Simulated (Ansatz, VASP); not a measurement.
# Two plane-wave programs on BaTiO3

```
CELL_PARAMETERS angstrom
2.86037 1.65144 2.34605
-2.86037 1.65144 2.34605
0.00000 -3.30287 2.34605
ATOMIC_POSITIONS crystal
Ba 0.09900 0.01621 0.97218
Ti 0.46770 0.56721 0.46175
O 0.45210 0.44135 0.06741
O 0.49026 0.05451 0.49347
O 0.96963 0.39943 0.48389
```

Change from the starting cell: all atoms moved at random (sigma 0.3 Å a component).

Alike in both runs: task single point; functional PBE; k mesh 6 × 6 × 6; occupations gaussian, width 0.05 eV; no spin polarisation; Hubbard terms Ti d U = 4.0 eV.

```csv
,VASP,Ansatz
version,VASP 6.6.1,Ansatz 0.2.0
potentials or method,"VASP PAW PBE potentials, release 64 (Ba_sv, Ti_sv, O), cutoff 520 eV","scalar-relativistic, plane waves, PAW"
valence electrons in the cell,40,40
```

```tsv
	VASP	Ansatz	Ansatz less VASP
gap on the k mesh at the Fermi level (eV)	2.44	2.44	-0.001
least direct gap on the mesh (eV)	2.93	2.89	-0.032
pressure (GPa)	19.7	15.1	-4.60
traceless stress, the component that is largest in VASP (GPa)	-10.79	-8.98	+1.810
rms of the force components (eV/Å)	2.636	2.378	-0.2583
```

The programs project onto different local orbitals, so the same U acts differently, and such runs can settle in different states. Atom by atom the forces differ by 0.415 eV/Å (rms over components).

Spin-orbit coupling is off throughout.
